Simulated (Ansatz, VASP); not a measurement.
## One calculation of LiF, two programs

```xyz
2
Lattice="0.0000 1.9991 2.0442 1.9991 0.0000 2.0442 1.9991 1.9991 0.0000" Properties=species:S:1:pos:R:3 pbc="T T T"
Li    0.0000    0.0000    0.0000
F     1.9991    1.9991    2.0442
```

Change from the starting cell: z stretched by +1.5 % at fixed volume.

Alike in both runs: task single point; functional PBE; k mesh 10 × 10 × 10; occupations fermi-dirac, width 0.03 eV; no spin polarisation.

```csv
,VASP,Ansatz
version,VASP 6.6.1,Ansatz 0.2.0
potentials or method,"VASP PAW PBE potentials, release 64 (Li_sv, F), cutoff 520 eV","all-electron LAPW, scalar-relativistic"
```

```csv
,VASP,Ansatz,Ansatz less VASP
gap on the k mesh at the Fermi level (eV),9.06,9.03,-0.025
```

Ansatz ran all-electron here, and VASP with PAW potentials.

Noted on VASP's run: the cutoff is under 1.25 times that of the potentials, so the pressure is a little rough.
